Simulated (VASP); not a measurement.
# Cu (C2/m) in VASP: a series of runs, part 2 of 2

VASP 6.6.1. The steps go on from the part before.

### Step 3. Single point, LDA (shortest bond scaled by 1.1)

File INCAR:

```
PREC = Accurate
ENCUT = 520
EDIFF = 1E-6
ISMEAR = -1
SIGMA = 0.05
LREAL = False
LASPH = True
NELM = 80
ALGO = Normal
ISIF = 2
LWAVE = False
LCHARG = True
LELF = True
LVHAR = True
NBANDS = 18
```

File KPOINTS:

```
Automatic mesh
0
Gamma
  13 13 7
```

File POSCAR:

```
Cu
1.0
    2.5730649657      0.0000000000      0.0000000000
   -1.2865324828      2.2283396258      0.0000000000
    0.0000000000      0.0000000000      4.1683652444
Cu
2
Direct
    0.3666666667      0.6833333333      0.2750000000
    0.6333333333      0.3166666667      0.7250000000
```

Potentials or basis: VASP PAW LDA potentials, release 64 (Cu).

Launch:

```
$ cat potpaw_LDA.64/Cu/POTCAR > POTCAR
$ mpirun -np 1 vasp_std > vasp.out
```

OUTCAR:

```text
PREC = Accurate
   ENCUT = 520
   EDIFF = 1E-6
   ISMEAR = -1
   LREAL = False
   LASPH = True
   NELM = 80
   ISIF = 2

 ion  position               nearest neighbor table
   1  0.367  0.683  0.275-   2 2.35   2 2.35   2 2.49   2 2.70   2 2.70
   2  0.633  0.317  0.725-   1 2.35   1 2.35   1 2.49   1 2.70   1 2.70

  LATTYP: Found a hexagonal cell.
 ALAT       =     2.5730649657
 C/A-ratio  =     1.6200000000

  Lattice vectors:

 A1 = (   2.5730649657,   0.0000000000,   0.0000000000)
 A2 = (  -1.2865324828,   2.2283396258,   0.0000000000)
 A3 = (   0.0000000000,   0.0000000000,   4.1683652444)

Analysis of symmetry for initial positions (statically):
=====================================================================
 Subroutine PRICEL returns:
 Original cell was already a primitive cell.

 Routine SETGRP: Setting up the symmetry group for a
 hexagonal supercell.

 Subroutine GETGRP returns: Found  4 space group operations
 (whereof  4 operations were pure point group operations)
 out of a pool of 24 trial point group operations.

The static configuration has the point symmetry C_2h.

Analysis of symmetry for dynamics (positions and initial velocities):
=====================================================================
 Subroutine PRICEL returns:
 Original cell was already a primitive cell.

 Routine SETGRP: Setting up the symmetry group for a
 hexagonal supercell.

 Subroutine GETGRP returns: Found  4 space group operations
 (whereof  4 operations were pure point group operations)
 out of a pool of 24 trial point group operations.

The dynamic configuration has the point symmetry C_2h.

 Subroutine INISYM returns: Found  4 space group operations
 (whereof  4 operations are pure point group operations),
 and found     1 'primitive' translations

----------------------------------------------------------------------------------------

                                     Primitive cell

  volume of cell :      23.9000

  direct lattice vectors                    reciprocal lattice vectors
     2.573064966  0.000000000  0.000000000     0.388641567  0.224382313  0.000000000
    -1.286532483  2.228339626  0.000000000     0.000000000  0.448764627  0.000000000
     0.000000000  0.000000000  4.168365244     0.000000000  0.000000000  0.239902202

  length of vectors
     2.573064966  2.573064966  4.168365244     0.448764627  0.448764627  0.239902202

  position of ions in fractional coordinates (direct lattice)
     0.366666667  0.683333333  0.275000000
     0.633333333  0.316666667  0.725000000

  ion indices of the primitive-cell ions
   primitive index   ion index
                 1           1
                 2           2

----------------------------------------------------------------------------------------

 KPOINTS: Automatic mesh

Automatic generation of k-mesh.
 Grid dimensions read from file:
 generate k-points for:   13   13    7

 Generating k-lattice:

  Cartesian coordinates                     Fractional coordinates (reciprocal lattice)
     0.029895505  0.017260178  0.000000000     0.076923077 -0.000000000  0.000000000
     0.000000000  0.034520356  0.000000000     0.000000000  0.076923077  0.000000000
     0.000000000  0.000000000  0.034271743     0.000000000  0.000000000  0.142857143

  Length of vectors
     0.034520356  0.034520356  0.034271743

  Shift w.r.t. Gamma in fractional coordinates (k-lattice)
     0.000000000  0.000000000  0.000000000

 Subroutine IBZKPT returns following result:
 ===========================================

 Found    322 irreducible k-points:

 Following reciprocal coordinates:
            Coordinates               Weight
  0.000000  0.000000  0.000000      1.000000
  0.076923  0.000000  0.000000      2.000000
  0.000000  0.076923  0.000000      4.000000
  0.153846  0.000000  0.000000      2.000000
  0.000000  0.153846  0.000000      4.000000
  0.230769  0.000000  0.000000      2.000000
[... 16 lines left out ...]
 -0.076923  0.384615  0.000000      4.000000
 -0.384615  0.307692  0.000000      4.000000
 [... further k-points ...]
   k-points           NKPTS =    322   k-points in BZ     NKDIM =    322   number of bands    NBANDS=     18
   number of dos      NEDOS =    301   number of ions     NIONS =      2
   total plane-waves  NPLWV =  12800
   dimension x,y,z NGX =    20 NGY =   20 NGZ =   32
   dimension x,y,z NGXF=    40 NGYF=   40 NGZF=   64
   ions per type =               2
   NGX,Y,Z   is equivalent  to a cutoff of  12.92, 12.92, 12.76 a.u.
   NGXF,Y,Z  is equivalent  to a cutoff of  25.84, 25.84, 25.52 a.u.
 SYSTEM =  unknown system
   PREC   = accura    normal or accurate (medium, high low for compatibility)
   ISTART =      0    job   : 0-new  1-cont  2-samecut
   ICHARG =      2    charge: 1-file 2-atom 10-const
   ISPIN  =      1    spin polarized calculation?
   LNONCOLLINEAR =      F non collinear calculations
   LSORBIT =      F    spin-orbit coupling
   LASPH  =      T    aspherical Exc in radial PAW
   ENCUT  =  520.0 eV  38.22 Ry    6.18 a.u.   4.78  4.78  7.75*2*pi/ulx,y,z
   NELM   =     80;   NELMIN=  2; NELMDL= -5     # of ELM steps
   EDIFF  = 0.1E-05   stopping-criterion for ELM
   LREAL  =      F    real-space projection
   EDIFFG = 0.1E-04   stopping-criterion for IOM
   NSW    =      0    number of steps for IOM
   IBRION =     -1    ionic relax: 0-MD 1-quasi-New 2-CG
   NFREE  =      0    steps in history (QN), initial steepest desc. (CG)
   ISIF   =      2    stress and relaxation
   ISYM   =      2    0-nonsym 1-usesym 2-fastsym
   POTIM  = 0.5000    time-step for ionic-motion
   TEBEG  =    0.0;   TEEND  =   0.0 temperature during run
   PSTRESS=    0.0 pullay stress
   NELECT =      22.0000    total number of electrons
   NUPDOWN=      -1.0000    fix difference up-down
   EMIN   =  10.00;   EMAX   =-10.00  energy-range for DOS
   EFERMI =   0.00;   METHOD = LEGACY
   ISMEAR =    -1;   SIGMA  =   0.05  broadening in eV -4-tet -1-fermi 0-gaus
   EFERMI_NEDOS =   21; number of points for ismear=-14 and -15
   IALGO  =     38    algorithm
   IMIX   =      4    mixing-type and parameters
     AMIX     =   0.40;   BMIX     =  1.00
     AMIX_MAG =   1.60;   BMIX_MAG =  1.00
  volume/ion in A,a.u.               =      11.95        80.64
  Fermi-wavevector in a.u.,A,eV,Ry     =   1.592513  3.009414 34.505720  2.536099
  Thomas-Fermi vector in A             =   2.690887
   LORBIT       =      0    0 simple, 1 ext, 2 COOP (PROOUT), +10 PAW based schemes
   GGA     = CA    functional components
   LHFCALC =     F    Hartree Fock is set to
   AEXX    =    0.0000 exact exchange contribution
   IVDW    =     0    specifies the selected vdW correction
   LEPSILON=     F    determine dielectric tensor
   LRPA    =     F    only Hartree local field effects (RPA)
 non-spin polarized calculation
  energy-cutoff  :      520.00
  volume of cell :       23.90
 maximum number of plane-waves:       656
   NGX =  9   NGY =  9   NGZ = 15

 number of electron      22.0000012 magnetization

 Free energy of the ion-electron system (eV)
  ---------------------------------------------------
  ext. energy  EPLUGINS =         0.00000000
  ---------------------------------------------------
  free energy    TOTEN  =        -9.17298474 eV

  energy without entropy =       -9.16958662  energy(sigma->0) =       -9.17128568

 E-fermi :   7.2152     XC(G=0): -13.0086

 val. band max:        7.2012790425   @ k =  -0.1538   0.0000   0.1429
 cond. band min:       7.2234574738   @ k =  -0.3077   0.1538   0.2857
 fundamental gap:      0.0221784313
 Fermi energy:         7.2151902148

 k-point     1 :       0.0000    0.0000    0.0000
  band No.  band energies     occupation
      1      -2.0995      2.00000
      2       2.0702      2.00000
      3       4.0528      2.00000
      4       4.1016      2.00000
      5       4.1751      2.00000
      6       4.2228      2.00000
[... 10 lines left out ...]
     17      29.5355      0.00000
     18      30.5468      0.00000
[... 463 lines left out ...]
 k-point    24 :      -0.3846    0.3077    0.0000
  band No.  band energies     occupation
      1       1.2849      2.00000
      2       2.8784      2.00000
      3       3.0755      2.00000
      4       3.6591      2.00000
      5       4.0686      2.00000
      6       4.2271      2.00000
[... 10 lines left out ...]
     17      22.2722      0.00000
     18      27.4167      0.00000

 [... further k-points ...]

------------------------ aborting loop because EDIFF is reached ----------------------------------------

  FORCE on cell =-STRESS in cart. coord.  units (eV):
  Direction    XX          YY          ZZ          XY          YZ          ZX
  --------------------------------------------------------------------------------------
  -------------------------------------------------------------------------------------
  Total       -1.7696523     -1.4909019     -0.4546243     -0.2414049      0.1345763      0.2330931
  in kB     -118.6316636    -99.9451540    -30.4765180    -16.1829920      9.0215547     15.6257941
  external PRESSURE =     -83.0177785 kB  Pullay stress =       0.0000000 kB

 VOLUME and BASIS-vectors are now :
 -----------------------------------------------------------------------------
  energy-cutoff  :      520.00
  volume of cell :       23.90
      direct lattice vectors                 reciprocal lattice vectors
     2.573064966  0.000000000  0.000000000     0.388641567  0.224382313  0.000000000
    -1.286532483  2.228339626  0.000000000     0.000000000  0.448764627  0.000000000
     0.000000000  0.000000000  4.168365244     0.000000000  0.000000000  0.239902202

 POSITION                                       TOTAL-FORCE (eV/Angst)
 -----------------------------------------------------------------------------------
      0.06433      1.52270      1.14630        -0.162037     -0.093552     -1.354277
      1.22221      0.70564      3.02206         0.162037      0.093552      1.354277
 -----------------------------------------------------------------------------------
    total drift:                               -0.000000      0.000000     -0.000000

  FREE ENERGIE OF THE ION-ELECTRON SYSTEM (eV)
  ---------------------------------------------------
  free  energy   TOTEN  =        -9.1729847415 eV

  energy  without entropy=       -9.1695866159  energy(sigma->0) =       -9.17128568
```

OSZICAR:

```text
N       E                     dE             d eps       ncg     rms          rms(c)
DAV:   1     0.123654822714E+03    0.12365E+03   -0.10577E+04 12448   0.223E+03
DAV:   2    -0.457809653443E+01   -0.12823E+03   -0.12178E+03 11616   0.289E+02
DAV:   3    -0.110329504469E+02   -0.64549E+01   -0.61976E+01 12902   0.892E+01
DAV:   4    -0.111057684406E+02   -0.72818E-01   -0.72765E-01 13802   0.103E+01
DAV:   5    -0.111067790110E+02   -0.10106E-02   -0.10105E-02 14468   0.104E+00    0.111E+01
DAV:   6    -0.100023471090E+02    0.11044E+01   -0.12259E+01 12350   0.103E+02    0.581E+00
DAV:   7    -0.920118060028E+01    0.80117E+00   -0.25876E+00 12672   0.430E+01    0.731E-01
DAV:   8    -0.917912006334E+01    0.22061E-01   -0.29275E-02 16558   0.234E+00    0.537E-01
DAV:   9    -0.917326118673E+01    0.58589E-02   -0.73838E-03 15442   0.240E+00    0.457E-02
DAV:  10    -0.917298491585E+01    0.27627E-03   -0.40155E-04 16006   0.342E-01    0.120E-02
DAV:  11    -0.917298474149E+01    0.17436E-06   -0.65393E-06 14312   0.605E-02
   1 F= -.91729847E+01 E0= -.91712857E+01  d E =-.339813E-02
```

Wall time 42 s (1 thread of Intel Xeon 6975P-C (Granite Rapids), shared host); peak memory 0.21 GiB.

Results:

| Quantity | Value |
| --- | --- |
| Free energy | -9.1730 eV |
| Pressure | -8.3 GPa |
| Largest force | 1.367 eV/Å |
| Band gap on the k mesh | zero (band 11 reaches 10.18 eV, above the bottom of band 12 at 5.41 eV) |

Forces on the atoms (eV/Å):
```
Cu  -0.162 -0.094 -1.354
Cu   0.162  0.094  1.354
```

Caveat: the cell differs from its parent crystal (shortest bond scaled by 1.1); forces of over 1 eV/Å act on the atoms, so gaps and moduli don't describe the material at rest.
